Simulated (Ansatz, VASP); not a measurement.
## CoO: VASP beside Ansatz

```
Co O
1.0
    -1.50245    1.50245    2.12154
     1.50245   -1.50245    2.12154
     1.50245    1.50245   -2.12154
Co O
1 1
Cartesian
  0.0000 0.0000 0.0000
  0.0000 0.0000 2.1215
```

Alike in both runs: functional PBE; k mesh 10 × 10 × 10; occupations gaussian, width 0.1 eV; collinear spin.

Ansatz relaxed the structure, and its values are those at the end. VASP's run is a single point on that final structure, the one shown.

|  | VASP | Ansatz |
| --- | --- | --- |
| version | VASP 6.6.1 | Ansatz 0.2.0 |
| potentials or method | VASP PAW PBE potentials, release 64 (Co, O), cutoff 520 eV | scalar-relativistic, plane waves, PAW |
| valence electrons in the cell | 15 | 23 |

Ansatz gave:

| Quantity | Value |
| --- | --- |
| gap on the k mesh at the Fermi level (eV) | none |
| pressure (GPa) | 0.0 |
| net moment per atom (μB) | 1.46 |
| size of the moment on the site where the two differ most (μB) | 2.48 |

Problem. Which values does VASP return?

Solution. gap on the k mesh at the Fermi level (eV): none; pressure (GPa): -0.5; net moment per atom (μB): 1.45; size of the moment on the site where the two differ most (μB): 2.55.

Site moments also hang on the region over which each program counts them. A gap of «none» marks a metal or a gap that the smearing closes. VASP's potentials hold 15 valence electrons a cell and Ansatz's 23, so a difference there can come from the potentials and not from the codes.
